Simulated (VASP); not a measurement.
Here is a VASP 6.6.1 calculation.

POSCAR

```
GaP
1.0
    0.0000000000      2.7254101929      2.7254101929
    2.7254101929      0.0000000000      2.7254101929
    2.7254101929      2.7254101929      0.0000000000
Ga P
1 1
Direct
    0.0000000000      0.0000000000      0.0000000000
    0.2500000000      0.2500000000      0.2500000000
```

Contents of INCAR.step1:

```
SYSTEM = GaP
ALGO = Normal
EDIFF = 1E-4
ENCUT = 520
GGA = PE
ISMEAR = -1
LASPH = .TRUE.
LCHARG = .FALSE.
LREAL = .FALSE.
LWAVE = .TRUE.
NBANDS = 16
NELM = 60
PREC = Accurate
SIGMA = 0.02
```

INCAR.step2

```
SYSTEM = GaP
ALGO = Normal
EDIFF = 1E-6
ENCUT = 520
ISIF = 2
ISMEAR = -1
ISTART = 1
LASPH = .TRUE.
LCHARG = .TRUE.
LELF = .TRUE.
LMIXTAU = .TRUE.
LREAL = .FALSE.
LVHAR = .TRUE.
LWAVE = .FALSE.
METAGGA = R2SCAN
NBANDS = 16
NELM = 60
PREC = Accurate
SIGMA = 0.02
```

KPOINTS

```
k-points
0
G
  8 8 8
  0 0 0
```

Potentials or basis: VASP PAW PBE potentials, release 64 (Ga_d, P).

Run with:

```console
$ cat potpaw_PBE.64/Ga_d/POTCAR potpaw_PBE.64/P/POTCAR > POTCAR
$ cp INCAR.step1 INCAR
$ mpirun -np 1 vasp_std > vasp.out
$ cp INCAR.step2 INCAR
$ mpirun -np 1 vasp_std > vasp.out
```

Q: What does it give for the band gap on the k mesh?

A: 1.90 eV (least direct gap 2.34 eV).

Q: What does it give for the pressure?

A: 0.0 GPa.

Caveat: the PAW data sets were made with another functional, which shifts forces and pressure a little.

**Measured values to compare with.**

From “Stacking defects in GaP nanowires: Electronic structure and optical properties”, 2018, arxiv:1810.01194, for a bulk crystal of GaP at 10 K: band gap 2.34 eV (indirect).

Against the measured gap of GaP, 2.34 eV (indirect; 10 K; quoted in “Stacking defects in GaP nanowires: Electronic structure and optical properties”, 2018, arxiv:1810.01194), the calculated 1.90 eV is off by -0.44 eV. Spin-orbit coupling on Ga is left out. The value is that of r2SCAN on a finite k mesh, which can miss the band edges, without temperature or zero-point motion.
